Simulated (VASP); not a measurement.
A run of VASP 6.6.1:

File INCAR:

```
  ALGO = Normal
  EDIFF = 1E-6
  ENCUT = 520
  GGA = PE
  ISIF = 2
  ISMEAR = 0
  LASPH = T
  LCHARG = F
  LREAL = F
  LWAVE = F
  NBANDS = 26
  NELM = 60
  PREC = Accurate
  SIGMA = 0.01
```

KPOINTS

```
k-points
0
Gamma
  6 6 4
```

POSCAR

```
CdSe
1.0
    4.3407228519      0.0000000000      0.0000000000
   -2.1703614260      3.7591762606      0.0000000000
    0.0000000000      0.0000000000      7.0766559034
Cd Se
2 2
Direct
    0.6666666667      0.3333333333      0.4999534092
    0.3333333333      0.6666666667      0.9999534092
    0.6666666667      0.3333333333      0.8759065908
    0.3333333333      0.6666666667      0.3759065908
```

Potentials or basis: VASP PAW PBE potentials, release 64 (Cd, Se).

The run is started by

```bash
$ cat potpaw_PBE.64/Cd/POTCAR potpaw_PBE.64/Se/POTCAR > POTCAR
$ mpirun -np 1 vasp_std > vasp.out
```

Hardware: 1 thread of AMD EPYC 7R43 64-Core Processor (Zen 3), with other jobs on the host.

Q: How long does it take, and how much memory?

A: Run time: 42 s on 1 thread of AMD EPYC 7R43 64-Core Processor (Zen 3), on a shared host, peak memory 0.21 GiB. Counts: scf iterations 14, k points 21.
